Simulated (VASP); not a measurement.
# Pt (P6/mmm) in VASP: further runs

The runs below take Pt through single point, relaxation of cell and atoms, with r2SCAN.

All numbers are computed with VASP 6.6.1; they aren't measurements. Logs are shortened: lines on timing, memory, paths and dates and some standing lists are left out, and cuts for length are marked.

### Step 1. The cell of the first run

The structure is hexagonal, space group P6/mmm (No. 191). The conventional cell has a = 4.440 Å, b = 4.440 Å, c = 2.645 Å, α = 90.00°, β = 90.00°, γ = 120.00°. Pt (site symmetry 6/mmm) has 14 Pt at 2.64 to 2.88 Å within 3.5 Å. Pt (site symmetry -6m2) has 11 Pt at 2.56 to 2.88 Å within 3.4 Å.

This isn't the form of Pt at room conditions, which is fcc.

### Step 2. Single point, r2SCAN, collinear spin (15.05 Å³/atom)

The input, POSCAR:

```
Pt
1.0
    4.4397821756      0.0000000000      0.0000000000
   -2.2198910878      3.8449641513      0.0000000000
    0.0000000000      0.0000000000      2.6449124198
Pt
3
Direct
    0.0000000000      1.0000000000      0.0000000000
    0.3333333333      0.6666666667      0.5000000000
    0.6666666667      0.3333333333      0.5000000000
```

The input, INCAR.step1:

```
ALGO = Normal
EDIFF = 1E-4
ENCUT = 520
GGA = PE
ISMEAR = -1
ISPIN = 2
LASPH = T
LCHARG = F
LMAXMIX = 4
LREAL = F
LWAVE = T
MAGMOM = -0.252 -0.198 -0.198
NBANDS = 26
NELM = 150
PREC = Accurate
SIGMA = 0.05
```

The input, INCAR.step2:

```
ALGO = Normal
EDIFF = 1E-6
ENCUT = 520
ISIF = 2
ISMEAR = -1
ISPIN = 2
ISTART = 1
LASPH = T
LCHARG = F
LMAXMIX = 4
LMIXTAU = T
LORBIT = 11
LREAL = F
LWAVE = F
MAGMOM = -0.252 -0.198 -0.198
METAGGA = R2SCAN
NBANDS = 26
NELM = 150
PREC = Accurate
SIGMA = 0.05
```

The input, KPOINTS:

```
k-points
0
Gamma
  11 11 15
```

Potentials or basis: VASP PAW PBE potentials, release 64 (Pt).

Run with:

```bash
cat potpaw_PBE.64/Pt/POTCAR > POTCAR
cp INCAR.step1 INCAR
mpirun -np 1 vasp_std > vasp.out
cp INCAR.step2 INCAR
mpirun -np 1 vasp_std > vasp.out
```

OUTCAR:

```text
EDIFF = 1E-6
   ENCUT = 520
   ISIF = 2
   ISMEAR = -1
   ISPIN = 2
   ISTART = 1
   LASPH = T
   LORBIT = 11
   LREAL = F
   METAGGA = R2SCAN
   NELM = 150
   PREC = Accurate

 ion  position               nearest neighbor table
   1  0.000  0.000  0.000-   2 2.88   3 2.88   2 2.88   3 2.88   2 2.88   2 2.88   3 2.88   3 2.88
                             3 2.88   3 2.88   2 2.88   2 2.88
   2  0.333  0.667  0.500-   3 2.56   3 2.56   3 2.56   1 2.88   1 2.88   1 2.88   1 2.88   1 2.88
                             1 2.88
   3  0.667  0.333  0.500-   2 2.56   2 2.56   2 2.56   1 2.88   1 2.88   1 2.88   1 2.88   1 2.88
                             1 2.88

  LATTYP: Found a hexagonal cell.
 ALAT       =     4.4397821756
 C/A-ratio  =     0.5957302217

  Lattice vectors:

 A1 = (   4.4397821756,   0.0000000000,   0.0000000000)
 A2 = (  -2.2198910878,   3.8449641513,   0.0000000000)
 A3 = (   0.0000000000,   0.0000000000,   2.6449124198)

Analysis of symmetry for initial positions (statically):
=====================================================================
 Subroutine PRICEL returns:
 Original cell was already a primitive cell.

 Routine SETGRP: Setting up the symmetry group for a
 hexagonal supercell.

 Subroutine GETGRP returns: Found 24 space group operations
 (whereof 24 operations were pure point group operations)
 out of a pool of 24 trial point group operations.

The static configuration has the point symmetry D_6h.

Analysis of symmetry for dynamics (positions and initial velocities):
=====================================================================
 Subroutine PRICEL returns:
 Original cell was already a primitive cell.

 Routine SETGRP: Setting up the symmetry group for a
 hexagonal supercell.

 Subroutine GETGRP returns: Found 24 space group operations
 (whereof 24 operations were pure point group operations)
 out of a pool of 24 trial point group operations.

The dynamic configuration has the point symmetry D_6h.

Analysis of structural, dynamic, and magnetic symmetry:
=====================================================================
 Subroutine PRICEL returns:
 Original cell was already a primitive cell.

 Routine SETGRP: Setting up the symmetry group for a
 hexagonal supercell.

 Subroutine GETGRP returns: Found 24 space group operations
 (whereof 24 operations were pure point group operations)
 out of a pool of 24 trial point group operations.

The overall configuration has the point symmetry D_6h.

 Subroutine INISYM returns: Found 24 space group operations
 (whereof 24 operations are pure point group operations),
 and found     1 'primitive' translations

----------------------------------------------------------------------------------------

                                     Primitive cell

  volume of cell :      45.1508

  direct lattice vectors                    reciprocal lattice vectors
     4.439782176  0.000000000  0.000000000     0.225236275  0.130040224  0.000000000
    -2.219891088  3.844964151  0.000000000     0.000000000  0.260080448  0.000000000
     0.000000000  0.000000000  2.644912420     0.000000000  0.000000000  0.378084353

  length of vectors
     4.439782176  4.439782176  2.644912420     0.260080448  0.260080448  0.378084353

  position of ions in fractional coordinates (direct lattice)
     0.000000000  0.000000000  0.000000000
     0.333333333  0.666666667  0.500000000
     0.666666667  0.333333333  0.500000000

  ion indices of the primitive-cell ions
   primitive index   ion index
                 1           1
                 2           2
                 3           3

----------------------------------------------------------------------------------------

 KPOINTS: k-points

Automatic generation of k-mesh.
 Grid dimensions read from file:
 generate k-points for:   11   11   15

 Generating k-lattice:

  Cartesian coordinates                     Fractional coordinates (reciprocal lattice)
     0.020476025  0.011821839  0.000000000     0.090909091 -0.000000000  0.000000000
     0.000000000  0.023643677  0.000000000     0.000000000  0.090909091  0.000000000
     0.000000000  0.000000000  0.025205624     0.000000000  0.000000000  0.066666667

  Length of vectors
     0.023643677  0.023643677  0.025205624

  Shift w.r.t. Gamma in fractional coordinates (k-lattice)
     0.000000000  0.000000000  0.000000000

 Subroutine IBZKPT returns following result:
 ===========================================

 Found    128 irreducible k-points:

 Following reciprocal coordinates:
            Coordinates               Weight
  0.000000  0.000000  0.000000      1.000000
  0.090909  0.000000  0.000000      6.000000
  0.181818 -0.000000  0.000000      6.000000
  0.272727 -0.000000  0.000000      6.000000
  0.363636  0.000000  0.000000      6.000000
  0.454545 -0.000000  0.000000      6.000000
[... 16 lines left out ...]
  0.090909  0.090909  0.066667     12.000000
  0.181818  0.090909  0.066667     24.000000
 [... further k-points ...]
   k-points           NKPTS =    128   k-points in BZ     NKDIM =    128   number of bands    NBANDS=     26
   number of dos      NEDOS =    301   number of ions     NIONS =      3
   total plane-waves  NPLWV =  25920
   dimension x,y,z NGX =    36 NGY =   36 NGZ =   20
   dimension x,y,z NGXF=    72 NGYF=   72 NGZF=   40
   ions per type =               3
   NGX,Y,Z   is equivalent  to a cutoff of  13.48, 13.48, 12.57 a.u.
   NGXF,Y,Z  is equivalent  to a cutoff of  26.96, 26.96, 25.14 a.u.
 SYSTEM =  unknown system
   PREC   = accura    normal or accurate (medium, high low for compatibility)
   ISTART =      1    job   : 0-new  1-cont  2-samecut
   ICHARG =      0    charge: 1-file 2-atom 10-const
   ISPIN  =      2    spin polarized calculation?
   LNONCOLLINEAR =      F non collinear calculations
   LSORBIT =      F    spin-orbit coupling
   LASPH  =      T    aspherical Exc in radial PAW
   ENCUT  =  520.0 eV  38.22 Ry    6.18 a.u.   8.26  8.26  4.92*2*pi/ulx,y,z
   NELM   =    150;   NELMIN=  2; NELMDL=  0     # of ELM steps
   EDIFF  = 0.1E-05   stopping-criterion for ELM
   LREAL  =      F    real-space projection
   EDIFFG = 0.1E-04   stopping-criterion for IOM
   NSW    =      0    number of steps for IOM
   IBRION =     -1    ionic relax: 0-MD 1-quasi-New 2-CG
   NFREE  =      0    steps in history (QN), initial steepest desc. (CG)
   ISIF   =      2    stress and relaxation
   ISYM   =      2    0-nonsym 1-usesym 2-fastsym
   POTIM  = 0.5000    time-step for ionic-motion
   TEBEG  =    0.0;   TEEND  =   0.0 temperature during run
   PSTRESS=    0.0 pullay stress
   NELECT =      30.0000    total number of electrons
   NUPDOWN=      -1.0000    fix difference up-down
   EMIN   =  10.00;   EMAX   =-10.00  energy-range for DOS
   EFERMI =   0.00;   METHOD = LEGACY
   ISMEAR =    -1;   SIGMA  =   0.05  broadening in eV -4-tet -1-fermi 0-gaus
   EFERMI_NEDOS =   21; number of points for ismear=-14 and -15
   IALGO  =     38    algorithm
   IMIX   =      4    mixing-type and parameters
     AMIX     =   0.40;   BMIX     =  1.00
     AMIX_MAG =   1.60;   BMIX_MAG =  1.00
  volume/ion in A,a.u.               =      15.05       101.56
  Fermi-wavevector in a.u.,A,eV,Ry     =   1.428544  2.699556 27.765910  2.040737
  Thomas-Fermi vector in A             =   2.548594
   LORBIT       =     11    0 simple, 1 ext, 2 COOP (PROOUT), +10 PAW based schemes
   METAGGA = R2SCAN    functional components
   LHFCALC =     F    Hartree Fock is set to
   AEXX    =    0.0000 exact exchange contribution
   IVDW    =     0    specifies the selected vdW correction
   LEPSILON=     F    determine dielectric tensor
   LRPA    =     F    only Hartree local field effects (RPA)
 spin polarized calculation
  energy-cutoff  :      520.00
  volume of cell :       45.15
 maximum number of plane-waves:      1236
 NGX is ok and might be reduce to    36
   NGX = 17   NGY = 17   NGZ =  9

 number of electron      30.0000002 magnetization      -0.0386142

 Free energy of the ion-electron system (eV)
  ---------------------------------------------------
  ext. energy  EPLUGINS =         0.00000000
  ---------------------------------------------------
  free energy    TOTEN  =      -154.01161757 eV

  energy without entropy =     -153.96640673  energy(sigma->0) =     -153.98901215

 E-fermi :  10.9809     XC(G=0): -14.6167

 val. band max:       10.9805690393   @ k =   0.2727   0.1818   0.0000
 cond. band min:      10.9814911958   @ k =   0.1818  -0.0000   0.1333
 fundamental gap:      0.0009221565
 Fermi energy:        10.9809347510

 spin component 1

 k-point     1 :       0.0000    0.0000    0.0000
  band No.  band energies     occupation
      1       0.5610      1.00000
      2       3.9612      1.00000
      3       5.6886      1.00000
      4       6.4663      1.00000
      5       6.4663      1.00000
      6       6.4918      1.00000
[... 18 lines left out ...]
     25      30.0925      0.00000
     26      30.0925      0.00000
[... 644 lines left out ...]
      4       5.1417      1.00000
      5       5.8572      1.00000
      6       6.4672      1.00000
[... 18 lines left out ...]
     25      29.0494      0.00000
     26      30.1350      0.00000

 [... further k-points ...]

 spin component 2

 k-point     1 :       0.0000    0.0000    0.0000
  band No.  band energies     occupation
      1       0.5607      1.00000
      2       3.9564      1.00000
      3       5.6849      1.00000
      4       6.4588      1.00000
      5       6.4588      1.00000
      6       6.4839      1.00000
[... 18 lines left out ...]
     25      30.0921      0.00000
     26      30.0921      0.00000
[... 644 lines left out ...]
      4       5.1348      1.00000
      5       5.8501      1.00000
      6       6.4593      1.00000
[... 18 lines left out ...]
     25      29.0486      0.00000
     26      30.1335      0.00000

 [... further k-points ...]

------------------------ aborting loop because EDIFF is reached ----------------------------------------

  FORCE on cell =-STRESS in cart. coord.  units (eV):
  Direction    XX          YY          ZZ          XY          YZ          ZX
  --------------------------------------------------------------------------------------
  -------------------------------------------------------------------------------------
  Total        3.4870169      3.4870169      3.3714087      0.0000000      0.0000000      0.0000000
  in kB      123.7369421    123.7369421    119.6345816      0.0000000      0.0000000      0.0000000
  external PRESSURE =     122.3694886 kB  Pullay stress =       0.0000000 kB

 VOLUME and BASIS-vectors are now :
 -----------------------------------------------------------------------------
  energy-cutoff  :      520.00
  volume of cell :       45.15
      direct lattice vectors                 reciprocal lattice vectors
     4.439782176  0.000000000  0.000000000     0.225236275  0.130040224  0.000000000
    -2.219891088  3.844964151  0.000000000     0.000000000  0.260080448  0.000000000
     0.000000000  0.000000000  2.644912420     0.000000000  0.000000000  0.378084353

 POSITION                                       TOTAL-FORCE (eV/Angst)
 -----------------------------------------------------------------------------------
      0.00000      0.00000      0.00000        -0.000000      0.000000     -0.000000
     -0.00000      2.56331      1.32246        -0.000000      0.000000     -0.000000
      2.21989      1.28165      1.32246         0.000000     -0.000000      0.000000
 -----------------------------------------------------------------------------------
    total drift:                                0.000000      0.000000     -0.000000

  FREE ENERGIE OF THE ION-ELECTRON SYSTEM (eV)
  ---------------------------------------------------
  free  energy   TOTEN  =      -154.0116175669 eV

  energy  without entropy=     -153.9664067259  energy(sigma->0) =     -153.98901215

 total charge

# of ion       s       p       d       tot
------------------------------------------
    1        0.615   0.552   8.097   9.264
    2        0.681   0.625   8.085   9.391
    3        0.681   0.625   8.085   9.391
--------------------------------------------------
tot          1.978   1.803  24.266  28.047

 magnetization (x)

# of ion       s       p       d       tot
------------------------------------------
    1       -0.000   0.000  -0.017  -0.016
    2        0.000   0.000  -0.013  -0.012
    3        0.000   0.000  -0.013  -0.012
--------------------------------------------------
tot         -0.000   0.001  -0.042  -0.041
```

Run time: 10 min. Hardware: 1 thread of AMD EPYC 9R45 (Zen 5), shared host; peak memory 0.31 GiB.

What came out:

* Free energy: -154.0116 eV
* Pressure: 12.2 GPa
* Band gap on the k mesh: zero (filled and empty bands overlap)
* Net moment: -0.04 μB per cell
* Valence electrons inside the program's atomic spheres: Pt 9.26, 9.39 (each value once)

Stress tensor (GPa, compression positive):
```
12.37  0.00  0.00
 0.00 12.37  0.00
 0.00  0.00 11.96
```

Caveat: the cell stands under pressure; the PAW data sets were made with another functional, which shifts forces and pressure a little; spin-orbit coupling is left out, which moves the levels of the heavy elements.

### Step 3. Single point, r2SCAN, collinear spin

This run uses another cell than the first one, of 15.68 Å³/atom.

The input, POSCAR:

```
Pt
1.0
    4.5006086680      0.0000000000      0.0000000000
   -2.2503043340      3.8976414390      0.0000000000
    0.0000000000      0.0000000000      2.6811485997
Pt
3
Direct
    0.0000000000      1.0000000000      0.0000000000
    0.3333333333      0.6666666667      0.5000000000
    0.6666666667      0.3333333333      0.5000000000
```

The input, INCAR.step1:

```
ALGO     = Normal         # electronic algorithm
EDIFF    = 1E-4           # SCF threshold, eV
ENCUT    = 520            # plane-wave cutoff, eV
GGA      = PE             # functional
ISMEAR   = -1             # smearing method
ISPIN    = 2              # spin polarisation
LASPH    = True           # aspherical terms in the spheres
LCHARG   = False          # write CHGCAR
LMAXMIX  = 4              # l up to which the mixer works
LREAL    = False          # projectors in reciprocal space
LWAVE    = True           # write WAVECAR
MAGMOM   = 1 1 1          # initial moments
NBANDS   = 26             # bands
NELM     = 150            # most SCF steps
PREC     = Accurate       # precision mode
SIGMA    = 0.05           # smearing width, eV
```

The input, INCAR.step2:

```
ALGO     = Normal         # electronic algorithm
EDIFF    = 1E-7           # SCF threshold, eV
ENCUT    = 520            # plane-wave cutoff, eV
ISIF     = 2              # what is computed and relaxed
ISMEAR   = -1             # smearing method
ISPIN    = 2              # spin polarisation
ISTART   = 1            
LASPH    = True           # aspherical terms in the spheres
LCHARG   = True           # write CHGCAR
LELF     = True           # ELF
LMAXMIX  = 4              # l up to which the mixer works
LMIXTAU  = True         
LORBIT   = 11             # projections on sites
LREAL    = False          # projectors in reciprocal space
LVHAR    = True         
LWAVE    = False          # write WAVECAR
MAGMOM   = 1 1 1          # initial moments
METAGGA  = R2SCAN         # meta-GGA
NBANDS   = 26             # bands
NELM     = 150            # most SCF steps
PREC     = Accurate       # precision mode
SIGMA    = 0.05           # smearing width, eV
```

The input, KPOINTS:

```
k-points
0
Gamma
  8 8 12
```

Potentials or basis: VASP PAW PBE potentials, release 64 (Pt).

Run with:

```bash
cat potpaw_PBE.64/Pt/POTCAR > POTCAR
cp INCAR.step1 INCAR
mpirun -np 1 vasp_std > vasp.out
cp INCAR.step2 INCAR
mpirun -np 1 vasp_std > vasp.out
```

Run time: 7.4 min. Hardware: 1 thread of Intel Xeon Platinum 8488C (Sapphire Rapids), shared host; peak memory 0.27 GiB.

It converged, with:

* Free energy: -154.0934 eV
* Pressure: 0.4 GPa
* Band gap on the k mesh: zero (filled and empty bands overlap)
* Net moment: 0.00 μB per cell
* Valence electrons inside the program's atomic spheres: Pt 9.17, 9.29 (each value once)

Stress tensor (GPa, compression positive):
```
0.57 0.00 0.00
0.00 0.57 0.00
0.00 0.00 0.20
```

Levels at points of the mesh, in eV from the Fermi level:
Spin up:
| k point | band 11 | band 12 | band 13 | band 14 | band 15 | band 16 | band 17 | band 18 | band 19 | band 20 |
| --- | --- | --- | --- | --- | --- | --- | --- | --- | --- | --- |
| (0.00, 0.00, 0.00) | -2.09 | -2.09 | -1.90 | -1.90 | 0.32 | 0.32 | 5.33 | 6.37 | 7.71 | 7.71 |
| (0.50, 0.00, 0.00) | -1.70 | -0.96 | -0.39 | -0.37 | -0.28 | -0.26 | 0.18 | 0.39 | 6.26 | 14.12 |
| (0.00, 0.00, 0.50) | -0.57 | -0.57 | -0.15 | -0.15 | 1.27 | 2.54 | 2.96 | 8.32 | 9.06 | 9.29 |
| (0.50, 0.00, 0.50) | -1.77 | -0.93 | -0.48 | 0.15 | 0.79 | 2.25 | 2.95 | 5.91 | 5.95 | 8.03 |
Spin down:
| k point | band 11 | band 12 | band 13 | band 14 | band 15 | band 16 | band 17 | band 18 | band 19 | band 20 |
| --- | --- | --- | --- | --- | --- | --- | --- | --- | --- | --- |
| (0.00, 0.00, 0.00) | -2.09 | -2.09 | -1.90 | -1.90 | 0.32 | 0.32 | 5.33 | 6.37 | 7.71 | 7.71 |
| (0.50, 0.00, 0.00) | -1.70 | -0.96 | -0.39 | -0.37 | -0.28 | -0.26 | 0.18 | 0.39 | 6.26 | 14.12 |
| (0.00, 0.00, 0.50) | -0.57 | -0.57 | -0.15 | -0.15 | 1.27 | 2.54 | 2.96 | 8.32 | 9.06 | 9.29 |
| (0.50, 0.00, 0.50) | -1.77 | -0.93 | -0.48 | 0.15 | 0.79 | 2.25 | 2.95 | 5.91 | 5.95 | 8.03 |

Caveat: the PAW data sets were made with another functional, which shifts forces and pressure a little; spin-orbit coupling is left out, which moves the levels of the heavy elements.

### Step 4. Single point, r2SCAN, collinear spin (14.42 Å³/atom)

This run uses another cell than the first one, of 14.42 Å³/atom.

The input, POSCAR:

```
Pt
1.0
    4.3772417017      0.0000000000      0.0000000000
   -2.1886208509      3.7908025122      0.0000000000
    0.0000000000      0.0000000000      2.6076551695
Pt
3
Direct
    0.0000000000      1.0000000000      0.0000000000
    0.3333333333      0.6666666667      0.5000000000
    0.6666666667      0.3333333333      0.5000000000
```

The input, INCAR.step1:

```
SYSTEM = Pt
PREC = Accurate
ENCUT = 520
ISMEAR = -1
SIGMA = 0.05
LREAL = .False.
LASPH = .True.
NELM = 150
ISPIN = 2
MAGMOM = -0.252 -0.198 -0.198
LMAXMIX = 4
NBANDS = 26
GGA = PE
ALGO = Normal
EDIFF = 1E-4
LWAVE = .True.
LCHARG = .False.
```

The input, INCAR.step2:

```
SYSTEM = Pt
PREC = Accurate
ENCUT = 520
EDIFF = 1E-6
ISMEAR = -1
SIGMA = 0.05
LREAL = .False.
LASPH = .True.
NELM = 150
ALGO = Normal
ISIF = 2
LWAVE = .False.
LCHARG = .False.
ISPIN = 2
MAGMOM = -0.252 -0.198 -0.198
LORBIT = 11
LMAXMIX = 4
METAGGA = R2SCAN
LMIXTAU = .True.
NBANDS = 26
ISTART = 1
```

The input, KPOINTS:

```
Automatic mesh
0
Gamma
  11 11 15
  0 0 0
```

Run with:

```bash
cat potpaw_PBE.64/Pt/POTCAR > POTCAR
cp INCAR.step1 INCAR
mpirun -np 1 vasp_std > vasp.out
cp INCAR.step2 INCAR
mpirun -np 1 vasp_std > vasp.out
```

Wall time 6.1 min (1 thread of Intel Xeon 6975P-C (Granite Rapids), shared host); peak memory 0.33 GiB.

It converged, with:

```yaml
Free_energy: -153.7811 eV
Pressure: 27.6 GPa
Band_gap_on_the_k_mesh: zero (filled and empty bands overlap)
Net_moment: -0.01 μB per cell
Valence_electrons_inside_the_program's_atomic_spheres: Pt 9.38, 9.51 (each value once)
```

Stress tensor (GPa, compression positive):
```
27.68  0.00  0.00
 0.00 27.68  0.00
 0.00  0.00 27.32
```

Levels at points of the mesh, in eV from the Fermi level:
Spin up:
```tsv
k point	band 11	band 12	band 13	band 14	band 15	band 16	band 17	band 18	band 19	band 20
(0.00, 0.00, 0.00)	-2.39	-2.39	-2.20	-2.20	0.39	0.39	5.81	6.89	8.19	8.19
```
Spin down:
```csv
k point,band 13,band 14,band 15,band 16,band 17,band 18
"(0.00, 0.00, 0.00)",-2.20,-2.20,0.38,0.38,5.81,6.89
```

Caveat: the cell stands under pressure; the PAW data sets were made with another functional, which shifts forces and pressure a little; spin-orbit coupling is left out, which moves the levels of the heavy elements.

[end of part 1 of 2]
